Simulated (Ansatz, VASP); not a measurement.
## TaN in VASP and in Ansatz

```xyz
6
Lattice="5.1149 0.0000 0.0000 -2.5575 4.4297 0.0000 0.0000 0.0000 2.8687" Properties=species:S:1:pos:R:3 pbc="T T T"
Ta    0.0000    0.0000    0.0000
Ta    0.0000    2.9531    1.4343
Ta    2.5575    1.4766    1.4343
N     2.5575    0.0000    0.0000
N     1.2787    2.2148    0.0000
N    -1.2787    2.2148    0.0000
```

Change from the starting cell: volume scaled by 0.96, crystal datasets.

Alike in both runs: task electric field gradients; functional LDA; k mesh 5 × 5 × 8; occupations fermi-dirac, width 0.03 eV; no spin polarisation.

|  | VASP | Ansatz |
| --- | --- | --- |
| version | VASP 6.6.1 | Ansatz 0.2.0 |
| potentials or method | VASP PAW LDA potentials, release 64 (Ta_pv, N), cutoff 520 eV | all-electron PAW with datasets made for the crystal, scalar-relativistic |

VASP gave:

* pressure (GPa): 11.5
* traceless stress, the component that is largest in VASP (GPa): 2.11
* size of Vzz on the site where it differs most (V/Å²): 342.9

Task: What did Ansatz give for the same quantities?

Result: Pressure (GPa): 9.3; traceless stress, the component that is largest in VASP (GPa): 1.56; size of Vzz on the site where it differs most (V/Å²): 463.8.

LDA's correlation is that of Perdew and Zunger in VASP and of Perdew and Wang (1992) in Ansatz. Ansatz ran all-electron here, and VASP with PAW potentials.

Spin-orbit coupling is off throughout.
